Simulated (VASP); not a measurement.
# Pt (P6_3/mmc) in VASP: notebook

Runs on Pt. Level: LDA. Tasks: single point, relaxation of cell and atoms.

Program: VASP 6.6.1. These are calculated values, not measurements. Logs are shortened: lines on timing, memory, paths and dates and some standing lists are left out, and cuts for length are marked.

### 1 The cell of the first run

The structure is hexagonal, space group P6_3/mmc (No. 194). Conventional cell: a = 2.711 Å, b = 2.711 Å, c = 4.668 Å, α = 90.00°, β = 90.00°, γ = 120.00°. Within 3.6 Å of Pt (site symmetry -6m2) lie 12 Pt at 2.71 to 2.81 Å.

This isn't the form of Pt at room conditions, which is fcc.

### 2 Single point, LDA

INCAR reads:

```
SYSTEM = Pt
PREC = Accurate ; ENCUT = 520
EDIFF = 1E-6 ; ISMEAR = -1
SIGMA = 0.05 ; LREAL = .False.
LASPH = .True. ; NELM = 80
ALGO = Normal ; ISIF = 2
LWAVE = .False. ; LCHARG = .False.
GGA = CA ; NBANDS = 17
```

KPOINTS reads:

```
regular mesh
0
Gamma
  17 17 9
  0 0 0
```

POSCAR reads:

```
Pt
1.0
    2.7106156583      0.0000000000      0.0000000000
   -1.3553078292      2.3474620200      0.0000000000
    0.0000000000      0.0000000000      4.6681061737
Pt
2
Direct
    0.3333333333      0.6666666667      0.2500000000
    0.6666666667      0.3333333333      0.7500000000
```

Potentials or basis: VASP PAW LDA potentials, release 64 (Pt).

The run is started by

```console
$ cat potpaw_LDA.64/Pt/POTCAR > POTCAR
$ mpirun -np 1 vasp_std > vasp.out
```

OUTCAR:

```text
SYSTEM = Pt
   PREC = Accurate
   ENCUT = 520
   EDIFF = 1E-6
   ISMEAR = -1
   LREAL = .False.
   LASPH = .True.
   NELM = 80
   ISIF = 2
   GGA = CA

 ion  position               nearest neighbor table
   1  0.333  0.667  0.250-   2 2.81   2 2.81   2 2.81   2 2.81   2 2.81   2 2.81
   2  0.667  0.333  0.750-   1 2.81   1 2.81   1 2.81   1 2.81   1 2.81   1 2.81

  LATTYP: Found a hexagonal cell.
 ALAT       =     2.7106156583
 C/A-ratio  =     1.7221571636

  Lattice vectors:

 A1 = (   2.7106156583,   0.0000000000,   0.0000000000)
 A2 = (  -1.3553078292,   2.3474620200,   0.0000000000)
 A3 = (   0.0000000000,   0.0000000000,   4.6681061737)

Analysis of symmetry for initial positions (statically):
=====================================================================
 Subroutine PRICEL returns:
 Original cell was already a primitive cell.

 Routine SETGRP: Setting up the symmetry group for a
 hexagonal supercell.

 Subroutine GETGRP returns: Found 24 space group operations
 (whereof 12 operations were pure point group operations)
 out of a pool of 24 trial point group operations.

The static configuration has the point symmetry D_3d.
 The point group associated with its full space group is D_6h.

Analysis of symmetry for dynamics (positions and initial velocities):
=====================================================================
 Subroutine PRICEL returns:
 Original cell was already a primitive cell.

 Routine SETGRP: Setting up the symmetry group for a
 hexagonal supercell.

 Subroutine GETGRP returns: Found 24 space group operations
 (whereof 12 operations were pure point group operations)
 out of a pool of 24 trial point group operations.

The dynamic configuration has the point symmetry D_3d.
 The point group associated with its full space group is D_6h.

 Subroutine INISYM returns: Found 24 space group operations
 (whereof 12 operations are pure point group operations),
 and found     1 'primitive' translations

----------------------------------------------------------------------------------------

                                     Primitive cell

  volume of cell :      29.7035

  direct lattice vectors                    reciprocal lattice vectors
     2.710615658  0.000000000  0.000000000     0.368919879  0.212995991  0.000000000
    -1.355307829  2.347462020  0.000000000     0.000000000  0.425991983  0.000000000
     0.000000000  0.000000000  4.668106174     0.000000000  0.000000000  0.214219635

  length of vectors
     2.710615658  2.710615658  4.668106174     0.425991983  0.425991983  0.214219635

  position of ions in fractional coordinates (direct lattice)
     0.333333333  0.666666667  0.250000000
     0.666666667  0.333333333  0.750000000

  ion indices of the primitive-cell ions
   primitive index   ion index
                 1           1
                 2           2

----------------------------------------------------------------------------------------

 KPOINTS: regular mesh

Automatic generation of k-mesh.
 Grid dimensions read from file:
 generate k-points for:   17   17    9

 Generating k-lattice:

  Cartesian coordinates                     Fractional coordinates (reciprocal lattice)
     0.021701169  0.012529176  0.000000000     0.058823529  0.000000000  0.000000000
     0.000000000  0.025058352  0.000000000     0.000000000  0.058823529  0.000000000
     0.000000000  0.000000000  0.023802182     0.000000000  0.000000000  0.111111111

  Length of vectors
     0.025058352  0.025058352  0.023802182

  Shift w.r.t. Gamma in fractional coordinates (k-lattice)
     0.000000000  0.000000000  0.000000000

 Subroutine IBZKPT returns following result:
 ===========================================

 Found    165 irreducible k-points:

 Following reciprocal coordinates:
            Coordinates               Weight
  0.000000  0.000000  0.000000      1.000000
  0.058824  0.000000  0.000000      6.000000
  0.117647  0.000000  0.000000      6.000000
  0.176471  0.000000  0.000000      6.000000
  0.235294  0.000000  0.000000      6.000000
  0.294118  0.000000  0.000000      6.000000
[... 16 lines left out ...]
  0.411765  0.117647  0.000000     12.000000
  0.176471  0.176471  0.000000      6.000000
 [... further k-points ...]
   k-points           NKPTS =    165   k-points in BZ     NKDIM =    165   number of bands    NBANDS=     17
   number of dos      NEDOS =    301   number of ions     NIONS =      2
   total plane-waves  NPLWV =  14400
   dimension x,y,z NGX =    20 NGY =   20 NGZ =   36
   dimension x,y,z NGXF=    40 NGYF=   40 NGZF=   72
   ions per type =               2
   NGX,Y,Z   is equivalent  to a cutoff of  12.27, 12.27, 12.82 a.u.
   NGXF,Y,Z  is equivalent  to a cutoff of  24.53, 24.53, 25.64 a.u.
 SYSTEM =  Pt
   PREC   = accura    normal or accurate (medium, high low for compatibility)
   ISTART =      0    job   : 0-new  1-cont  2-samecut
   ICHARG =      2    charge: 1-file 2-atom 10-const
   ISPIN  =      1    spin polarized calculation?
   LNONCOLLINEAR =      F non collinear calculations
   LSORBIT =      F    spin-orbit coupling
   LASPH  =      T    aspherical Exc in radial PAW
   ENCUT  =  520.0 eV  38.22 Ry    6.18 a.u.   5.04  5.04  8.68*2*pi/ulx,y,z
   NELM   =     80;   NELMIN=  2; NELMDL= -5     # of ELM steps
   EDIFF  = 0.1E-05   stopping-criterion for ELM
   LREAL  =      F    real-space projection
   EDIFFG = 0.1E-04   stopping-criterion for IOM
   NSW    =      0    number of steps for IOM
   IBRION =     -1    ionic relax: 0-MD 1-quasi-New 2-CG
   NFREE  =      0    steps in history (QN), initial steepest desc. (CG)
   ISIF   =      2    stress and relaxation
   ISYM   =      2    0-nonsym 1-usesym 2-fastsym
   POTIM  = 0.5000    time-step for ionic-motion
   TEBEG  =    0.0;   TEEND  =   0.0 temperature during run
   PSTRESS=    0.0 pullay stress
   NELECT =      20.0000    total number of electrons
   NUPDOWN=      -1.0000    fix difference up-down
   EMIN   =  10.00;   EMAX   =-10.00  energy-range for DOS
   EFERMI =   0.00;   METHOD = LEGACY
   ISMEAR =    -1;   SIGMA  =   0.05  broadening in eV -4-tet -1-fermi 0-gaus
   EFERMI_NEDOS =   21; number of points for ismear=-14 and -15
   IALGO  =     38    algorithm
   IMIX   =      4    mixing-type and parameters
     AMIX     =   0.40;   BMIX     =  1.00
     AMIX_MAG =   1.60;   BMIX_MAG =  1.00
  volume/ion in A,a.u.               =      14.85       100.22
  Fermi-wavevector in a.u.,A,eV,Ry     =   1.434881  2.711531 28.012793  2.058882
  Thomas-Fermi vector in A             =   2.554240
   LORBIT       =      0    0 simple, 1 ext, 2 COOP (PROOUT), +10 PAW based schemes
   GGA     = CA    functional components
   LHFCALC =     F    Hartree Fock is set to
   AEXX    =    0.0000 exact exchange contribution
   IVDW    =     0    specifies the selected vdW correction
   LEPSILON=     F    determine dielectric tensor
   LRPA    =     F    only Hartree local field effects (RPA)
 non-spin polarized calculation
  energy-cutoff  :      520.00
  volume of cell :       29.70
 maximum number of plane-waves:       825
   NGX = 11   NGY = 11   NGZ = 17

 number of electron      20.0000001 magnetization

 Free energy of the ion-electron system (eV)
  ---------------------------------------------------
  ext. energy  EPLUGINS =         0.00000000
  ---------------------------------------------------
  free energy    TOTEN  =       -14.89884229 eV

  energy without entropy =      -14.86989675  energy(sigma->0) =      -14.88436952

 E-fermi :  11.4019     XC(G=0): -13.7727

 val. band max:       11.4012324913   @ k =   0.3529   0.1176   0.0000
 cond. band min:      11.4042075271   @ k =   0.4118   0.0588   0.1111
 fundamental gap:      0.0029750359
 Fermi energy:        11.4018838055

 k-point     1 :       0.0000    0.0000    0.0000
  band No.  band energies     occupation
      1       1.0184      2.00000
      2       3.7319      2.00000
      3       7.0910      2.00000
      4       7.6236      2.00000
      5       7.6236      2.00000
      6       8.0451      2.00000
[... 9 lines left out ...]
     16      28.6883      0.00000
     17      32.9457      0.00000

 k-point     2 :       0.0588    0.0000    0.0000
  band No.  band energies     occupation
      1       1.1512      2.00000
      2       3.8548      2.00000
      3       7.0721      2.00000
      4       7.6215      2.00000
      5       7.7282      2.00000
      6       7.9760      2.00000
[... 9 lines left out ...]
     16      28.8926      0.00000
     17      32.1548      0.00000

 k-point     3 :       0.1176    0.0000    0.0000
  band No.  band energies     occupation
      1       1.5381      2.00000
      2       4.1980      2.00000
      3       6.9494      2.00000
      4       7.6467      2.00000
      5       7.8710      2.00000
      6       8.0367      2.00000
[... 9 lines left out ...]
     16      29.2310      0.00000
     17      30.9964      0.00000

 k-point     4 :       0.1765    0.0000    0.0000
  band No.  band energies     occupation
      1       2.1399      2.00000
      2       4.6586      2.00000
      3       6.7685      2.00000
      4       7.4452      2.00000
      5       7.5777      2.00000
      6       8.1456      2.00000
[... 9 lines left out ...]
     16      29.3310      0.00000
     17      29.5159      0.00000

 k-point     5 :       0.2353    0.0000    0.0000
  band No.  band energies     occupation
      1       2.8761      2.00000
      2       4.9789      2.00000
      3       6.7961      2.00000
      4       6.7978      2.00000
      5       7.2350      2.00000
      6       8.5885      2.00000
[... 9 lines left out ...]
     16      28.0033      0.00000
     17      30.0419      0.00000

 k-point     6 :       0.2941    0.0000    0.0000
  band No.  band energies     occupation
      1       3.6000      2.00000
      2       4.9452      2.00000
      3       6.1543      2.00000
      4       7.0247      2.00000
      5       7.3806      2.00000
      6       8.2840      2.00000
[... 9 lines left out ...]
     16      26.8329      0.00000
     17      29.2649      0.00000

 k-point     7 :       0.3529    0.0000    0.0000
  band No.  band energies     occupation
      1       4.1155      2.00000
      2       4.7430      2.00000
      3       5.6612      2.00000
      4       7.2645      2.00000
      5       7.9207      2.00000
      6       8.0188      2.00000
[... 9 lines left out ...]
     16      26.0109      0.00000
     17      26.5343      0.00000

 k-point     8 :       0.4118    0.0000    0.0000
  band No.  band energies     occupation
      1       4.3401      2.00000
      2       4.5631      2.00000
      3       5.3276      2.00000
      4       7.6996      2.00000
      5       7.8287      2.00000
      6       7.9854      2.00000
[... 9 lines left out ...]
     16      24.1795      0.00000
     17      25.3782      0.00000
[... 203 lines left out ...]
      1       3.2239      2.00000
      2       5.3621      2.00000
      3       6.3724      2.00000
      4       6.6565      2.00000
      5       7.3003      2.00000
      6       7.9862      2.00000
[... 9 lines left out ...]
     16      28.0428      0.00000
     17      29.7304      0.00000

 k-point    20 :       0.2353    0.1176    0.0000
  band No.  band energies     occupation
      1       3.9723      2.00000
      2       5.3471      2.00000
      3       6.1108      2.00000
      4       6.5842      2.00000
      5       7.3706      2.00000
      6       7.7492      2.00000
[... 9 lines left out ...]
     16      27.1636      0.00000
     17      29.4458      0.00000

 k-point    21 :       0.2941    0.1176    0.0000
  band No.  band energies     occupation
      1       4.5285      2.00000
      2       5.1169      2.00000
      3       5.6814      2.00000
      4       6.9747      2.00000
      5       7.6080      2.00000
      6       7.7416      2.00000
[... 9 lines left out ...]
     16      26.4346      0.00000
     17      27.1038      0.00000

 k-point    22 :       0.3529    0.1176    0.0000
  band No.  band energies     occupation
      1       4.7695      2.00000
      2       4.9239      2.00000
      3       5.3868      2.00000
      4       7.4928      2.00000
      5       7.5679      2.00000
      6       8.0218      2.00000
[... 9 lines left out ...]
     16      25.0107      0.00000
     17      25.8542      0.00000

 k-point    23 :       0.4118    0.1176    0.0000
  band No.  band energies     occupation
      1       4.7685      2.00000
      2       4.8799      2.00000
      3       5.2372      2.00000
      4       7.6287      2.00000
      5       7.7852      2.00000
      6       7.9460      2.00000
[... 9 lines left out ...]
     16      23.6456      0.00000
     17      25.4739      0.00000

 k-point    24 :       0.1765    0.1765    0.0000
  band No.  band energies     occupation
      1       3.9750      2.00000
      2       5.7693      2.00000
      3       6.0956      2.00000
      4       6.2125      2.00000
      5       7.3492      2.00000
      6       7.6582      2.00000
[... 9 lines left out ...]
     16      27.5225      0.00000
     17      29.6321      0.00000

 [... further k-points ...]
[... 5 lines left out ...]
  --------------------------------------------------------------------------------------
  -------------------------------------------------------------------------------------
  Total        0.1672289      0.1672289      0.0823296     -0.0000000      0.0000000      0.0000000
  in kB        9.0201695      9.0201695      4.4407828     -0.0000000      0.0000000      0.0000000
  external PRESSURE =       7.4937073 kB  Pullay stress =       0.0000000 kB

 VOLUME and BASIS-vectors are now :
 -----------------------------------------------------------------------------
  energy-cutoff  :      520.00
  volume of cell :       29.70
      direct lattice vectors                 reciprocal lattice vectors
     2.710615658  0.000000000  0.000000000     0.368919879  0.212995991  0.000000000
    -1.355307829  2.347462020  0.000000000     0.000000000  0.425991983  0.000000000
     0.000000000  0.000000000  4.668106174     0.000000000  0.000000000  0.214219635

 POSITION                                       TOTAL-FORCE (eV/Angst)
 -----------------------------------------------------------------------------------
     -0.00000      1.56497      1.16703        -0.000000      0.000000      0.000000
      1.35531      0.78249      3.50108         0.000000     -0.000000      0.000000
 -----------------------------------------------------------------------------------
    total drift:                                0.000000     -0.000000      0.000000

  FREE ENERGIE OF THE ION-ELECTRON SYSTEM (eV)
  ---------------------------------------------------
  free  energy   TOTEN  =       -14.8988422911 eV

  energy  without entropy=      -14.8698967545  energy(sigma->0) =      -14.88436952
```

It took 50 s on 1 thread of Intel Xeon Platinum 8259CL at 2.50GHz (Skylake/Cascade Lake), shared host; peak memory 0.18 GiB.

What came out:

| Item | Value |
| --- | --- |
| Free energy | -14.8988 eV |
| Pressure | 0.7 GPa |
| Band gap on the k mesh | zero (bands 10 and 11 overlap by 1.32 eV) |

Caveat: spin-orbit coupling is left out, which moves the levels of the heavy elements.

(Part 1 of 2 ends here.)
